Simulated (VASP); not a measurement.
# Rh (Fm-3m) in VASP: further runs

Rh is run at these levels: r2SCAN; tasks: single point.

Program: VASP 6.6.1. These are calculated values, not measurements. Logs are shortened: lines on timing, memory, paths and dates and some standing lists are left out, and cuts for length are marked.

**1. The cell of the first run**

Symmetry: Fm-3m, No. 225, cubic system. The conventional cell has a = 3.802 Å, b = 3.802 Å, c = 3.802 Å, α = 90.00°, β = 90.00°, γ = 90.00°. Rh (site symmetry m-3m) has 12 Rh at 2.69 Å within 3.5 Å.

**2. Single point, r2SCAN**

POSCAR reads:

```
Rh
1.0
    0.0000000000      1.9008071574      1.9008071574
    1.9008071574      0.0000000000      1.9008071574
    1.9008071574      1.9008071574      0.0000000000
Rh
1
Direct
    0.0000000000      0.0000000000      0.0000000000
```

INCAR.step1 reads:

```
SYSTEM = Rh
PREC = Accurate
ENCUT = 520
ISMEAR = -1
SIGMA = 0.3
LREAL = .False.
LASPH = .True.
NELM = 80
NBANDS = 14
GGA = PE
ALGO = Normal
EDIFF = 1E-4
LWAVE = .True.
LCHARG = .False.
```

INCAR.step2 reads:

```
SYSTEM = Rh
PREC = Accurate
ENCUT = 520
EDIFF = 1E-7
ISMEAR = -1
SIGMA = 0.3
LREAL = .False.
LASPH = .True.
NELM = 80
ALGO = Normal
ISIF = 2
LWAVE = .False.
LCHARG = .True.
METAGGA = R2SCAN
LMIXTAU = .True.
LELF = .True.
LVHAR = .True.
NBANDS = 14
ISTART = 1
```

KPOINTS reads:

```
regular mesh
0
Gamma
  14 14 14
  0 0 0
```

Potentials or basis: VASP PAW PBE potentials, release 64 (Rh_pv).

Started as:

```console
cat potpaw_PBE.64/Rh_pv/POTCAR > POTCAR
cp INCAR.step1 INCAR
mpirun -np 1 vasp_std > vasp.out
cp INCAR.step2 INCAR
mpirun -np 1 vasp_std > vasp.out
```

OUTCAR:

```text
SYSTEM = Rh
   PREC = Accurate
   ENCUT = 520
   EDIFF = 1E-7
   ISMEAR = -1
   LREAL = .False.
   LASPH = .True.
   NELM = 80
   ISIF = 2
   METAGGA = R2SCAN
   ISTART = 1

 ion  position               nearest neighbor table
   1  0.000  0.000  0.000-

  LATTYP: Found a face centered cubic cell.
 ALAT       =     3.8016143148

  Lattice vectors:

 A1 = (   0.0000000000,   1.9008071574,   1.9008071574)
 A2 = (   1.9008071574,   0.0000000000,   1.9008071574)
 A3 = (   1.9008071574,   1.9008071574,   0.0000000000)

Analysis of symmetry for initial positions (statically):
=====================================================================
 Subroutine PRICEL returns:
 Original cell was already a primitive cell.

 Routine SETGRP: Setting up the symmetry group for a
 face centered cubic supercell.

 Subroutine GETGRP returns: Found 48 space group operations
 (whereof 48 operations were pure point group operations)
 out of a pool of 48 trial point group operations.

The static configuration has the point symmetry O_h .

Analysis of symmetry for dynamics (positions and initial velocities):
=====================================================================
 Subroutine PRICEL returns:
 Original cell was already a primitive cell.

 Routine SETGRP: Setting up the symmetry group for a
 face centered cubic supercell.

 Subroutine GETGRP returns: Found 48 space group operations
 (whereof 48 operations were pure point group operations)
 out of a pool of 48 trial point group operations.

The dynamic configuration has the point symmetry O_h .

 Subroutine INISYM returns: Found 48 space group operations
 (whereof 48 operations are pure point group operations),
 and found     1 'primitive' translations

----------------------------------------------------------------------------------------

                                     Primitive cell

  volume of cell :      13.7355

  direct lattice vectors                    reciprocal lattice vectors
     0.000000000  1.900807157  1.900807157    -0.263046148  0.263046148  0.263046148
     1.900807157  0.000000000  1.900807157     0.263046148 -0.263046148  0.263046148
     1.900807157  1.900807157  0.000000000     0.263046148  0.263046148 -0.263046148

  length of vectors
     2.688147261  2.688147261  2.688147261     0.455609292  0.455609292  0.455609292

  position of ions in fractional coordinates (direct lattice)
     0.000000000  0.000000000  0.000000000

  ion indices of the primitive-cell ions
   primitive index   ion index
                 1           1

----------------------------------------------------------------------------------------

 KPOINTS: regular mesh

Automatic generation of k-mesh.
 Grid dimensions read from file:
 generate k-points for:   14   14   14

 Generating k-lattice:

  Cartesian coordinates                     Fractional coordinates (reciprocal lattice)
    -0.018789011  0.018789011  0.018789011     0.071428571  0.000000000  0.000000000
     0.018789011 -0.018789011  0.018789011     0.000000000  0.071428571  0.000000000
     0.018789011  0.018789011 -0.018789011     0.000000000  0.000000000  0.071428571

  Length of vectors
     0.032543521  0.032543521  0.032543521

  Shift w.r.t. Gamma in fractional coordinates (k-lattice)
     0.000000000  0.000000000  0.000000000

 Subroutine IBZKPT returns following result:
 ===========================================

 Found    104 irreducible k-points:

 Following reciprocal coordinates:
            Coordinates               Weight
  0.000000  0.000000  0.000000      1.000000
  0.071429  0.000000  0.000000      8.000000
  0.142857  0.000000  0.000000      8.000000
  0.214286  0.000000  0.000000      8.000000
  0.285714  0.000000  0.000000      8.000000
  0.357143  0.000000  0.000000      8.000000
[... 16 lines left out ...]
  0.214286  0.142857  0.000000     24.000000
  0.285714  0.142857  0.000000     24.000000
 [... further k-points ...]
   k-points           NKPTS =    104   k-points in BZ     NKDIM =    104   number of bands    NBANDS=     14
   number of dos      NEDOS =    301   number of ions     NIONS =      1
   total plane-waves  NPLWV =   8000
   dimension x,y,z NGX =    20 NGY =   20 NGZ =   20
   dimension x,y,z NGXF=    40 NGYF=   40 NGZF=   40
   ions per type =               1
   NGX,Y,Z   is equivalent  to a cutoff of  12.37, 12.37, 12.37 a.u.
   NGXF,Y,Z  is equivalent  to a cutoff of  24.74, 24.74, 24.74 a.u.
 SYSTEM =  Rh
   PREC   = accura    normal or accurate (medium, high low for compatibility)
   ISTART =      1    job   : 0-new  1-cont  2-samecut
   ICHARG =      0    charge: 1-file 2-atom 10-const
   ISPIN  =      1    spin polarized calculation?
   LNONCOLLINEAR =      F non collinear calculations
   LSORBIT =      F    spin-orbit coupling
   LASPH  =      T    aspherical Exc in radial PAW
   ENCUT  =  520.0 eV  38.22 Ry    6.18 a.u.   5.00  5.00  5.00*2*pi/ulx,y,z
   NELM   =     80;   NELMIN=  2; NELMDL=  0     # of ELM steps
   EDIFF  = 0.1E-06   stopping-criterion for ELM
   LREAL  =      F    real-space projection
   EDIFFG = 0.1E-05   stopping-criterion for IOM
   NSW    =      0    number of steps for IOM
   IBRION =     -1    ionic relax: 0-MD 1-quasi-New 2-CG
   NFREE  =      0    steps in history (QN), initial steepest desc. (CG)
   ISIF   =      2    stress and relaxation
   ISYM   =      2    0-nonsym 1-usesym 2-fastsym
   POTIM  = 0.5000    time-step for ionic-motion
   TEBEG  =    0.0;   TEEND  =   0.0 temperature during run
   PSTRESS=    0.0 pullay stress
   NELECT =      15.0000    total number of electrons
   NUPDOWN=      -1.0000    fix difference up-down
   EMIN   =  10.00;   EMAX   =-10.00  energy-range for DOS
   EFERMI =   0.00;   METHOD = LEGACY
   ISMEAR =    -1;   SIGMA  =   0.30  broadening in eV -4-tet -1-fermi 0-gaus
   EFERMI_NEDOS =   21; number of points for ismear=-14 and -15
   IALGO  =     38    algorithm
   IMIX   =      4    mixing-type and parameters
     AMIX     =   0.40;   BMIX     =  1.00
     AMIX_MAG =   1.60;   BMIX_MAG =  1.00
  volume/ion in A,a.u.               =      13.74        92.69
  Fermi-wavevector in a.u.,A,eV,Ry     =   1.685869  3.185831 38.669863  2.842155
  Thomas-Fermi vector in A             =   2.768636
   LORBIT       =      0    0 simple, 1 ext, 2 COOP (PROOUT), +10 PAW based schemes
   METAGGA = R2SCAN    functional components
   LHFCALC =     F    Hartree Fock is set to
   AEXX    =    0.0000 exact exchange contribution
   IVDW    =     0    specifies the selected vdW correction
   LEPSILON=     F    determine dielectric tensor
   LRPA    =     F    only Hartree local field effects (RPA)
 non-spin polarized calculation
  energy-cutoff  :      520.00
  volume of cell :       13.74
 maximum number of plane-waves:       380
   NGX =  9   NGY =  9   NGZ =  9

 number of electron      15.0000007 magnetization

 Free energy of the ion-electron system (eV)
  ---------------------------------------------------
  ext. energy  EPLUGINS =         0.00000000
  ---------------------------------------------------
  free energy    TOTEN  =       -24.32947582 eV

  energy without entropy =      -23.94716051  energy(sigma->0) =      -24.13831817

 E-fermi :  11.7372     XC(G=0): -15.2051

 val. band max:       11.7167447317   @ k =   0.3571   0.0000   0.0000
 cond. band min:      11.7597788049   @ k =  -0.2857   0.3571   0.0714
 fundamental gap:      0.0430340732
 Fermi energy:        11.7372317102

 k-point     1 :       0.0000    0.0000    0.0000
  band No.  band energies     occupation
      1     -35.9984      2.00000
      2     -35.9984      2.00000
      3     -35.9984      2.00000
      4       3.5689      2.00000
      5       8.5973      1.99994
      6       8.5973      1.99994
      7       8.5973      1.99994
      8      10.7100      1.93691
      9      10.7100      1.93691
     10      28.4665      0.00000
     11      29.1891      0.00000
     12      34.2207      0.00000
     13      34.2207      0.00000
     14      34.2207      0.00000

 k-point     2 :       0.0714    0.0000    0.0000
  band No.  band energies     occupation
      1     -36.0390      2.00000
      2     -36.0039      2.00000
      3     -36.0039      2.00000
      4       3.7833      2.00000
      5       8.5035      1.99996
      6       8.6799      1.99992
      7       8.6799      1.99992
      8      10.6651      1.94543
      9      10.6651      1.94543
     10      28.7714      0.00000
     11      29.1888      0.00000
     12      33.1092      0.00000
     13      34.5299      0.00000
     14      34.5299      0.00000

 k-point     3 :       0.1429    0.0000    0.0000
  band No.  band energies     occupation
      1     -36.1518      2.00000
      2     -36.0191      2.00000
      3     -36.0191      2.00000
      4       4.3751      2.00000
      5       8.3043      1.99998
      6       8.8696      1.99986
      7       8.8696      1.99986
      8      10.6000      1.95585
      9      10.6000      1.95585
     10      29.1881      0.00000
     11      29.5018      0.00000
     12      31.0422      0.00000
     13      35.4062      0.00000
     14      35.4062      0.00000
[... 324 lines left out ...]
 k-point    23 :       0.2143    0.1429    0.0000
  band No.  band energies     occupation
      1     -36.2516      2.00000
      2     -36.0809      2.00000
      3     -36.0744      2.00000
      4       5.2596      2.00000
      5       7.6208      2.00000
      6       9.2745      1.99946
      7       9.4390      1.99906
      8      10.0531      1.99273
      9      11.1455      1.75576
     10      29.1882      0.00000
     11      30.5584      0.00000
     12      30.9550      0.00000
     13      33.6984      0.00000
     14      34.2860      0.00000

 k-point    24 :       0.2857    0.1429    0.0000
  band No.  band energies     occupation
      1     -36.3953      2.00000
      2     -36.1081      2.00000
      3     -36.0997      2.00000
      4       5.9064      2.00000
      5       7.5457      2.00000
      6       8.9323      1.99983
      7       9.5313      1.99872
      8      10.8444      1.90296
      9      11.4775      1.40775
     10      28.5053      0.00000
     11      29.1893      0.00000
     12      30.9787      0.00000
     13      33.3744      0.00000
     14      34.6848      0.00000

 [... further k-points ...]
[... 5 lines left out ...]
  --------------------------------------------------------------------------------------
  -------------------------------------------------------------------------------------
  Total        0.3848387      0.3848387      0.3848387     -0.0000000      0.0000000      0.0000000
  in kB       44.8895395     44.8895395     44.8895395     -0.0000000      0.0000000      0.0000000
  external PRESSURE =      44.8895395 kB  Pullay stress =       0.0000000 kB

 VOLUME and BASIS-vectors are now :
 -----------------------------------------------------------------------------
  energy-cutoff  :      520.00
  volume of cell :       13.74
      direct lattice vectors                 reciprocal lattice vectors
     0.000000000  1.900807157  1.900807157    -0.263046148  0.263046148  0.263046148
     1.900807157  0.000000000  1.900807157     0.263046148 -0.263046148  0.263046148
     1.900807157  1.900807157  0.000000000     0.263046148  0.263046148 -0.263046148

 POSITION                                       TOTAL-FORCE (eV/Angst)
 -----------------------------------------------------------------------------------
      0.00000      0.00000      0.00000        -0.000000      0.000000      0.000000
 -----------------------------------------------------------------------------------
    total drift:                                0.000000     -0.000000      0.000000

  FREE ENERGIE OF THE ION-ELECTRON SYSTEM (eV)
  ---------------------------------------------------
  free  energy   TOTEN  =       -24.3294758238 eV

  energy  without entropy=      -23.9471605145  energy(sigma->0) =      -24.13831817
```

It took 87 s on 1 thread of Intel Xeon Platinum 8259CL at 2.50GHz (Skylake/Cascade Lake), shared host; peak memory 0.14 GiB.

Results:

```
Free energy : -24.3295 eV
Pressure    : 4.5 GPa
```

Caveat: the PAW data sets were made with another functional, which shifts forces and pressure a little.

**3. Single point, r2SCAN**

POSCAR is that of step 2.

INCAR.step1 reads:

```
PREC = Accurate
ENCUT = 520
ISMEAR = 1
SIGMA = 0.2
LREAL = F
LASPH = T
NELM = 100
NBANDS = 14
GGA = PE
ALGO = Normal
EDIFF = 1E-4
LWAVE = T
LCHARG = F
```

INCAR.step2 reads:

```
PREC = Accurate
ENCUT = 520
EDIFF = 1E-6
ISMEAR = 1
SIGMA = 0.2
LREAL = F
LASPH = T
NELM = 100
ALGO = Normal
ISIF = 2
LWAVE = F
LCHARG = F
METAGGA = R2SCAN
LMIXTAU = T
NBANDS = 14
ISTART = 1
```

KPOINTS reads:

```
regular mesh
0
Gamma
  14 14 14
```

Potentials or basis: VASP PAW PBE potentials, release 64 (Rh_pv).

Started as:

```console
cat potpaw_PBE.64/Rh_pv/POTCAR > POTCAR
cp INCAR.step1 INCAR
mpirun -np 1 vasp_std > vasp.out
cp INCAR.step2 INCAR
mpirun -np 1 vasp_std > vasp.out
```

Wall time 45 s (1 thread of AMD EPYC 7R13, shared host); peak memory 0.14 GiB.

The run converged. Its results:

```yaml
Free_energy: -24.1384 eV
Pressure: 0.8 GPa
```

Levels at points of the mesh, in eV from the Fermi level:
```tsv
k point	band 5	band 6	band 7	band 8	band 9	band 10
(0.00, 0.00, 0.00)	-3.16	-3.16	-3.16	-1.05	-1.05	16.73
(0.50, 0.00, 0.00)	-3.27	-3.27	0.61	0.61	0.91	9.11
(0.50, 0.50, 0.00)	-6.17	0.53	1.07	1.07	3.50	12.90
```

Caveat: the PAW data sets were made with another functional, which shifts forces and pressure a little.

**4. Single point, r2SCAN**

POSCAR is that of step 3.

INCAR.step1 reads:

```
PREC = Accurate ; ENCUT = 520
ISMEAR = 1 ; SIGMA = 0.3
LREAL = F ; LASPH = T
NELM = 100 ; NBANDS = 14
GGA = PE ; ALGO = Normal
EDIFF = 1E-4 ; LWAVE = T
LCHARG = F
```

INCAR.step2 reads:

```
PREC = Accurate ; ENCUT = 520
EDIFF = 1E-6 ; ISMEAR = 1
SIGMA = 0.3 ; LREAL = F
LASPH = T ; NELM = 100
ALGO = Normal ; ISIF = 2
LWAVE = F ; LCHARG = F
METAGGA = R2SCAN ; LMIXTAU = T
NBANDS = 14 ; ISTART = 1
```

KPOINTS is that of step 3.

Started as:

```console
cat potpaw_PBE.64/Rh_pv/POTCAR > POTCAR
cp INCAR.step1 INCAR
mpirun -np 1 vasp_std > vasp.out
cp INCAR.step2 INCAR
mpirun -np 1 vasp_std > vasp.out
```

It took 51 s on 1 thread of AMD EPYC 7R13, shared host; peak memory 0.14 GiB.

It converged, with:

| Property | Result |
| --- | --- |
| Free energy | -24.1367 eV |
| Pressure | 0.7 GPa |

Levels at points of the mesh, in eV from the Fermi level:
```tsv
k point	band 4	band 5	band 6	band 7	band 8	band 9	band 10	band 11
(0.00, 0.00, 0.00)	-8.19	-3.18	-3.18	-3.18	-1.07	-1.07	16.71	17.41
(0.50, 0.00, 0.00)	-6.35	-3.29	-3.29	0.59	0.59	0.90	9.09	16.26
(0.50, 0.50, 0.00)	-6.56	-6.19	0.51	1.05	1.05	3.48	12.88	14.00
```

Caveat: the PAW data sets were made with another functional, which shifts forces and pressure a little.

**5. Overview**

| smearing | gap on the mesh (eV) | pressure (GPa) |
| --- | --- | --- |
| fermi-dirac 0.3 eV | none | 4.5 |
| methfessel-paxton 0.2 eV | none | 0.8 |
| methfessel-paxton 0.3 eV | none | 0.7 |

Alike in all rows: task single point; level r2SCAN; potentials or basis VASP PAW PBE potentials, release 64 (Rh_pv); no spin polarisation; cell as given; k mesh 14 × 14 × 14; cutoff (eV) 520.

Every run on the cell as given and a fine mesh finds a metal.

Caveats: the PAW data sets were made with another functional, which shifts forces and pressure a little.

Absolute energies hang on the potentials; compare differences alone.
